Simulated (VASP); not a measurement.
# TaN (Fm-3m) in VASP: further runs

TaN is run at these levels: r2SCAN; tasks: single point, relaxation of cell and atoms.

Everything below comes from runs of VASP 6.6.1. Logs are shortened: lines on timing, memory, paths and dates and some standing lists are left out, and cuts for length are marked.

## 1. The cell of the first run

Symmetry: Fm-3m, No. 225, cubic system. Conventional cell: a = 4.397 Å, b = 4.397 Å, c = 4.397 Å, α = 90.00°, β = 90.00°, γ = 90.00°. Within 2.9 Å of Ta (site symmetry m-3m) lie 6 N at 2.20 Å. Within 2.9 Å of N (site symmetry m-3m) lie 6 Ta at 2.20 Å.

## 2. Single point, r2SCAN

Contents of POSCAR:

```
TaN
1.0
    0.0000000000      2.1982663152      2.1982663152
    2.1982663152      0.0000000000      2.1982663152
    2.1982663152      2.1982663152      0.0000000000
Ta N
1 1
Direct
    0.5000000000      0.5000000000      0.5000000000
    0.0000000000      0.0000000000      0.0000000000
```

Contents of INCAR.step1:

```
ALGO = Normal
EDIFF = 1E-4
ENCUT = 520
GGA = PE
ISMEAR = 0
LASPH = T
LCHARG = F
LREAL = F
LWAVE = T
NBANDS = 15
NELM = 80
PREC = Accurate
SIGMA = 0.1
```

Contents of INCAR.step2:

```
ALGO = Normal
EDIFF = 1E-6
ENCUT = 520
ISIF = 2
ISMEAR = 0
ISTART = 1
LASPH = T
LCHARG = F
LMIXTAU = T
LREAL = F
LWAVE = F
METAGGA = R2SCAN
NBANDS = 15
NELM = 80
PREC = Accurate
SIGMA = 0.1
```

Contents of KPOINTS:

```
k-points
0
Gamma
  16 16 16
```

Potentials or basis: VASP PAW PBE potentials, release 64 (Ta_pv, N).

Launch:

```
cat potpaw_PBE.64/Ta_pv/POTCAR potpaw_PBE.64/N/POTCAR > POTCAR
cp INCAR.step1 INCAR
mpirun -np 1 vasp_std > vasp.out
cp INCAR.step2 INCAR
mpirun -np 1 vasp_std > vasp.out
```

OUTCAR:

```text
EDIFF = 1E-6
   ENCUT = 520
   ISIF = 2
   ISMEAR = 0
   ISTART = 1
   LASPH = T
   LREAL = F
   METAGGA = R2SCAN
   NELM = 80
   PREC = Accurate

 ion  position               nearest neighbor table
   1  0.500  0.500  0.500-   2 2.20   2 2.20   2 2.20   2 2.20   2 2.20   2 2.20
   2  0.000  0.000  0.000-   1 2.20   1 2.20   1 2.20   1 2.20   1 2.20   1 2.20

  LATTYP: Found a face centered cubic cell.
 ALAT       =     4.3965326304

  Lattice vectors:

 A1 = (   0.0000000000,   2.1982663152,   2.1982663152)
 A2 = (   2.1982663152,   0.0000000000,   2.1982663152)
 A3 = (   2.1982663152,   2.1982663152,   0.0000000000)

Analysis of symmetry for initial positions (statically):
=====================================================================
 Subroutine PRICEL returns:
 Original cell was already a primitive cell.

 Routine SETGRP: Setting up the symmetry group for a
 face centered cubic supercell.

 Subroutine GETGRP returns: Found 48 space group operations
 (whereof 48 operations were pure point group operations)
 out of a pool of 48 trial point group operations.

The static configuration has the point symmetry O_h .

Analysis of symmetry for dynamics (positions and initial velocities):
=====================================================================
 Subroutine PRICEL returns:
 Original cell was already a primitive cell.

 Routine SETGRP: Setting up the symmetry group for a
 face centered cubic supercell.

 Subroutine GETGRP returns: Found 48 space group operations
 (whereof 48 operations were pure point group operations)
 out of a pool of 48 trial point group operations.

The dynamic configuration has the point symmetry O_h .

 Subroutine INISYM returns: Found 48 space group operations
 (whereof 48 operations are pure point group operations),
 and found     1 'primitive' translations

----------------------------------------------------------------------------------------

                                     Primitive cell

  volume of cell :      21.2457

  direct lattice vectors                    reciprocal lattice vectors
     0.000000000  2.198266315  2.198266315    -0.227451968  0.227451968  0.227451968
     2.198266315  0.000000000  2.198266315     0.227451968 -0.227451968  0.227451968
     2.198266315  2.198266315  0.000000000     0.227451968  0.227451968 -0.227451968

  length of vectors
     3.108818037  3.108818037  3.108818037     0.393958365  0.393958365  0.393958365

  position of ions in fractional coordinates (direct lattice)
     0.500000000  0.500000000  0.500000000
     0.000000000  0.000000000  0.000000000

  ion indices of the primitive-cell ions
   primitive index   ion index
                 1           1
                 2           2

----------------------------------------------------------------------------------------

 KPOINTS: k-points

Automatic generation of k-mesh.
 Grid dimensions read from file:
 generate k-points for:   16   16   16

 Generating k-lattice:

  Cartesian coordinates                     Fractional coordinates (reciprocal lattice)
    -0.014215748  0.014215748  0.014215748     0.062500000  0.000000000  0.000000000
     0.014215748 -0.014215748  0.014215748     0.000000000  0.062500000  0.000000000
     0.014215748  0.014215748 -0.014215748     0.000000000  0.000000000  0.062500000

  Length of vectors
     0.024622398  0.024622398  0.024622398

  Shift w.r.t. Gamma in fractional coordinates (k-lattice)
     0.000000000  0.000000000  0.000000000

 Subroutine IBZKPT returns following result:
 ===========================================

 Found    145 irreducible k-points:

 Following reciprocal coordinates:
            Coordinates               Weight
  0.000000  0.000000  0.000000      1.000000
  0.062500  0.000000  0.000000      8.000000
  0.125000  0.000000  0.000000      8.000000
  0.187500  0.000000  0.000000      8.000000
  0.250000  0.000000  0.000000      8.000000
  0.312500  0.000000  0.000000      8.000000
[... 16 lines left out ...]
 -0.125000  0.062500  0.000000     24.000000
 -0.062500  0.062500  0.000000     12.000000
 [... further k-points ...]
   k-points           NKPTS =    145   k-points in BZ     NKDIM =    145   number of bands    NBANDS=     15
   number of dos      NEDOS =    301   number of ions     NIONS =      2
   total plane-waves  NPLWV =  13824
   dimension x,y,z NGX =    24 NGY =   24 NGZ =   24
   dimension x,y,z NGXF=    48 NGYF=   48 NGZF=   48
   ions per type =               1   1
   NGX,Y,Z   is equivalent  to a cutoff of  12.83, 12.83, 12.83 a.u.
   NGXF,Y,Z  is equivalent  to a cutoff of  25.67, 25.67, 25.67 a.u.
 SYSTEM =  unknown system
   PREC   = accura    normal or accurate (medium, high low for compatibility)
   ISTART =      1    job   : 0-new  1-cont  2-samecut
   ICHARG =      0    charge: 1-file 2-atom 10-const
   ISPIN  =      1    spin polarized calculation?
   LNONCOLLINEAR =      F non collinear calculations
   LSORBIT =      F    spin-orbit coupling
   LASPH  =      T    aspherical Exc in radial PAW
   ENCUT  =  520.0 eV  38.22 Ry    6.18 a.u.   5.78  5.78  5.78*2*pi/ulx,y,z
   NELM   =     80;   NELMIN=  2; NELMDL=  0     # of ELM steps
   EDIFF  = 0.1E-05   stopping-criterion for ELM
   LREAL  =      F    real-space projection
   EDIFFG = 0.1E-04   stopping-criterion for IOM
   NSW    =      0    number of steps for IOM
   IBRION =     -1    ionic relax: 0-MD 1-quasi-New 2-CG
   NFREE  =      0    steps in history (QN), initial steepest desc. (CG)
   ISIF   =      2    stress and relaxation
   ISYM   =      2    0-nonsym 1-usesym 2-fastsym
   POTIM  = 0.5000    time-step for ionic-motion
   TEBEG  =    0.0;   TEEND  =   0.0 temperature during run
   PSTRESS=    0.0 pullay stress
   NELECT =      16.0000    total number of electrons
   NUPDOWN=      -1.0000    fix difference up-down
   EMIN   =  10.00;   EMAX   =-10.00  energy-range for DOS
   EFERMI =   0.00;   METHOD = LEGACY
   ISMEAR =     0;   SIGMA  =   0.10  broadening in eV -4-tet -1-fermi 0-gaus
   EFERMI_NEDOS =   21; number of points for ismear=-14 and -15
   IALGO  =     38    algorithm
   IMIX   =      4    mixing-type and parameters
     AMIX     =   0.40;   BMIX     =  1.00
     AMIX_MAG =   1.60;   BMIX_MAG =  1.00
  volume/ion in A,a.u.               =      10.62        71.69
  Fermi-wavevector in a.u.,A,eV,Ry     =   1.489445  2.814643 30.183803  2.218447
  Thomas-Fermi vector in A             =   2.602353
   LORBIT       =      0    0 simple, 1 ext, 2 COOP (PROOUT), +10 PAW based schemes
   METAGGA = R2SCAN    functional components
   LHFCALC =     F    Hartree Fock is set to
   AEXX    =    0.0000 exact exchange contribution
   IVDW    =     0    specifies the selected vdW correction
   LEPSILON=     F    determine dielectric tensor
   LRPA    =     F    only Hartree local field effects (RPA)
 non-spin polarized calculation
 Gauss-broadening in eV      SIGMA  =   0.10
  energy-cutoff  :      520.00
  volume of cell :       21.25
 maximum number of plane-waves:       588
   NGX = 11   NGY = 11   NGZ = 11

 number of electron      16.0000002 magnetization

 Free energy of the ion-electron system (eV)
  ---------------------------------------------------
  ext. energy  EPLUGINS =         0.00000000
  ---------------------------------------------------
  free energy    TOTEN  =       -59.62447106 eV

  energy without entropy =      -59.61897050  energy(sigma->0) =      -59.62172078

 E-fermi :   9.6178     XC(G=0): -14.4604

 val. band max:        9.6050225568   @ k =  -0.3125   0.3750   0.1875
 cond. band min:       9.6186023046   @ k =  -0.3125   0.3125   0.1250
 fundamental gap:      0.0135797478
 Fermi energy:         9.6177644010

 k-point     1 :       0.0000    0.0000    0.0000
  band No.  band energies     occupation
      1     -27.5247      2.00000
      2     -27.5247      2.00000
      3     -27.5247      2.00000
      4     -10.4003      2.00000
      5       5.4726      2.00000
      6       5.4726      2.00000
      7       5.4726      2.00000
      8       7.4532      2.00000
      9       7.4532      2.00000
     10       7.4532      2.00000
     11       9.7543      0.05355
     12       9.7543      0.05355
     13      11.4106      0.00000
     14      19.1816      0.00000
     15      19.6130      0.00000

 k-point     2 :       0.0625    0.0000    0.0000
  band No.  band energies     occupation
      1     -27.5611      2.00000
      2     -27.5279      2.00000
      3     -27.5279      2.00000
      4     -10.3041      2.00000
      5       4.9647      2.00000
      6       5.1356      2.00000
      7       5.1356      2.00000
      8       7.6124      2.00000
      9       7.6124      2.00000
     10       7.6752      2.00000
     11      10.1485      0.00000
     12      10.1485      0.00000
     13      11.7094      0.00000
     14      19.1815      0.00000
     15      19.9124      0.00000

 k-point     3 :       0.1250    0.0000    0.0000
  band No.  band energies     occupation
      1     -27.6635      2.00000
      2     -27.5369      2.00000
      3     -27.5369      2.00000
      4     -10.0260      2.00000
      5       3.9067      2.00000
      6       4.4216      2.00000
      7       4.4216      2.00000
      8       7.9909      2.00000
      9       7.9909      2.00000
     10       8.0255      2.00000
     11      11.1213      0.00000
     12      11.1213      0.00000
     13      12.4771      0.00000
     14      19.1814      0.00000
     15      20.7373      0.00000
[... 343 lines left out ...]
 k-point    23 :      -0.1250    0.0625    0.0000
  band No.  band energies     occupation
      1     -27.7229      2.00000
      2     -27.5689      2.00000
      3     -27.5323      2.00000
      4      -9.8270      2.00000
      5       3.2327      2.00000
      6       3.8549      2.00000
      7       4.3501      2.00000
      8       7.9365      2.00000
      9       8.1425      2.00000
     10       8.7713      2.00000
     11      10.8022      0.00000
     12      12.2527      0.00000
     13      13.1603      0.00000
     14      19.1813      0.00000
     15      21.3142      0.00000

 k-point    24 :      -0.0625    0.0625    0.0000
  band No.  band energies     occupation
      1     -27.6115      2.00000
      2     -27.5473      2.00000
      3     -27.5266      2.00000
      4     -10.1492      2.00000
      5       4.2518      2.00000
      6       4.5817      2.00000
      7       4.9399      2.00000
      8       7.6328      2.00000
      9       7.8331      2.00000
     10       8.1713      2.00000
     11      10.1861      0.00000
     12      11.0528      0.00000
     13      12.2363      0.00000
     14      19.1814      0.00000
     15      20.3872      0.00000

 [... further k-points ...]
[... 5 lines left out ...]
  --------------------------------------------------------------------------------------
  -------------------------------------------------------------------------------------
  Total        0.2577223      0.2577223      0.2577223     -0.0000000     -0.0000000      0.0000000
  in kB       19.4353178     19.4353178     19.4353178     -0.0000000     -0.0000000      0.0000000
  external PRESSURE =      19.4353178 kB  Pullay stress =       0.0000000 kB

 VOLUME and BASIS-vectors are now :
 -----------------------------------------------------------------------------
  energy-cutoff  :      520.00
  volume of cell :       21.25
      direct lattice vectors                 reciprocal lattice vectors
     0.000000000  2.198266315  2.198266315    -0.227451968  0.227451968  0.227451968
     2.198266315  0.000000000  2.198266315     0.227451968 -0.227451968  0.227451968
     2.198266315  2.198266315  0.000000000     0.227451968  0.227451968 -0.227451968

 POSITION                                       TOTAL-FORCE (eV/Angst)
 -----------------------------------------------------------------------------------
      2.19827      2.19827      2.19827         0.000000      0.000000      0.000000
      0.00000      0.00000      0.00000        -0.000000     -0.000000     -0.000000
 -----------------------------------------------------------------------------------
    total drift:                                0.000000     -0.000000     -0.000000

  FREE ENERGIE OF THE ION-ELECTRON SYSTEM (eV)
  ---------------------------------------------------
  free  energy   TOTEN  =       -59.6244710572 eV

  energy  without entropy=      -59.6189705028  energy(sigma->0) =      -59.62172078
```

It took 55 s on 1 thread of Intel Xeon 6975P-C (Granite Rapids), shared host; peak memory 0.17 GiB.

What came out:

- Free energy: -59.6245 eV
- Pressure: 1.9 GPa
- Band gap on the k mesh: zero (band 8 reaches 11.55 eV, above the bottom of band 9 at 7.45 eV)

Caveat: the PAW data sets were made with another functional, which shifts forces and pressure a little; spin-orbit coupling is left out, which moves the levels of the heavy elements.

## 3. Single point, r2SCAN (volume scaled by 1.03)

Contents of POSCAR:

```
TaN
1.0
    0.0000000000      2.2200327438      2.2200327438
    2.2200327438      0.0000000000      2.2200327438
    2.2200327438      2.2200327438      0.0000000000
Ta N
1 1
Direct
    0.5000000000      0.5000000000      0.5000000000
    0.0000000000      0.0000000000      0.0000000000
```

Contents of INCAR.step1:

```
SYSTEM = TaN
ALGO     = Normal         ! electronic algorithm
EDIFF    = 1E-4           ! SCF threshold, eV
ENCUT    = 520            ! plane-wave cutoff, eV
GGA      = PE             ! functional
ISMEAR   = 0              ! smearing method
LASPH    = .True.         ! aspherical terms in the spheres
LCHARG   = .False.        ! write CHGCAR
LREAL    = .False.        ! projectors in reciprocal space
LWAVE    = .True.         ! write WAVECAR
NBANDS   = 15             ! bands
NELM     = 100            ! most SCF steps
PREC     = Accurate       ! precision mode
SIGMA    = 0.1            ! smearing width, eV
```

Contents of INCAR.step2:

```
SYSTEM = TaN
ALGO     = Normal         ! electronic algorithm
EDIFF    = 1E-6           ! SCF threshold, eV
ENCUT    = 520            ! plane-wave cutoff, eV
ISIF     = 2              ! what is computed and relaxed
ISMEAR   = 0              ! smearing method
ISTART   = 1            
LASPH    = .True.         ! aspherical terms in the spheres
LCHARG   = .False.        ! write CHGCAR
LMIXTAU  = .True.       
LREAL    = .False.        ! projectors in reciprocal space
LWAVE    = .False.        ! write WAVECAR
METAGGA  = R2SCAN         ! meta-GGA
NBANDS   = 15             ! bands
NELM     = 100            ! most SCF steps
PREC     = Accurate       ! precision mode
SIGMA    = 0.1            ! smearing width, eV
```

Contents of KPOINTS:

```
k-points
0
Gamma
  16 16 16
  0 0 0
```

Potentials or basis: VASP PAW PBE potentials, release 64 (Ta_pv, N).

Launch:

```
cat potpaw_PBE.64/Ta_pv/POTCAR potpaw_PBE.64/N/POTCAR > POTCAR
cp INCAR.step1 INCAR
mpirun -np 1 vasp_std > vasp.out
cp INCAR.step2 INCAR
mpirun -np 1 vasp_std > vasp.out
```

Wall time 54 s (1 thread of Intel Xeon 6975P-C (Granite Rapids), shared host); peak memory 0.18 GiB.

The run converged. Its results:

* Free energy: -59.6125 eV
* Pressure: -8.0 GPa
* Band gap on the k mesh: zero (band 8 reaches 11.12 eV, above the bottom of band 9 at 7.20 eV)

Levels at points of the mesh, in eV from the Fermi level:
```tsv
k point	band 4	band 5	band 6	band 7	band 8	band 9	band 10	band 11	band 12	band 13
(0.00, 0.00, 0.00)	-19.77	-4.05	-4.05	-4.05	-2.08	-2.08	-2.08	0.13	0.13	1.54
(0.50, 0.00, 0.00)	-16.93	-10.58	-7.77	-7.77	1.84	1.84	1.98	4.00	7.53	7.53
(0.50, 0.50, 0.00)	-18.55	-7.01	-5.41	-4.92	-4.92	2.13	3.39	3.39	4.42	7.05
```

Caveat: the PAW data sets were made with another functional, which shifts forces and pressure a little; spin-orbit coupling is left out, which moves the levels of the heavy elements.

(Continued in part 2 of 2.)
